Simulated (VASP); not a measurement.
Wanted: the native input for a VASP 6.6.1 run.

```yaml
Task: relaxation of shape and atoms at fixed volume
Functional: PBEsol
Potentials_or_basis: VASP PAW PBE potentials, release 64 (Hf_pv, C)
Cutoff: 600 eV
k_mesh: 10 × 10 × 6
Occupations: gaussian, width 0.05 eV
Spin: no spin polarisation
Dipole_correction: no
Further_INCAR_settings: ALGO = Normal; EDIFF = 1e-06; IBRION = 2; EDIFFG = -0.01; NSW = 60; ISIF = 4
```

The structure of HfC lies in POSCAR:

```
HfC
1.0
    3.2779344652      0.0000000000      0.0000000000
   -1.6389672326      2.8387745188      0.0000000000
    0.0000000000      0.0000000000      5.7863085378
Hf C
2 2
Direct
    0.0000000000      0.0000000000      0.0000000000
    0.0000000000      0.0000000000      0.5000000000
    0.3333333333      0.6666666667      0.2500000000
    0.6666666667      0.3333333333      0.7500000000
```

One way to write it, as run:

INCAR

```
ALGO = Normal
EDIFF = 1E-6
EDIFFG = -0.01
ENCUT = 600
GGA = PS
IBRION = 2
ISIF = 4
ISMEAR = 0
LASPH = True
LCHARG = False
LREAL = False
LWAVE = False
NELM = 100
NSW = 60
PREC = Accurate
SIGMA = 0.05
```

KPOINTS

```
k-points
0
Gamma
  10 10 6
```

Potentials or basis: VASP PAW PBE potentials, release 64 (Hf_pv, C).

Launch:

```bash
$ cat potpaw_PBE.64/Hf_pv/POTCAR potpaw_PBE.64/C/POTCAR > POTCAR
$ mpirun -np 1 vasp_std > vasp.out
```

It gave:

```
Energy gained by relaxing : 0.1 meV/atom
Ionic steps               : 3
Pressure after relaxing   : -8.7 GPa
Band gap on the k mesh    : zero (bands 14 and 15 overlap by 1.56 eV)
```

Caveat: the PAW data sets were made with another functional, which shifts forces and pressure a little; spin-orbit coupling is left out, which moves the levels of the heavy elements.

Wall time 44 s on 1 thread of Intel(R) Xeon(R) 6975P-C (Granite Rapids), on a shared host, peak memory 0.23 GiB.
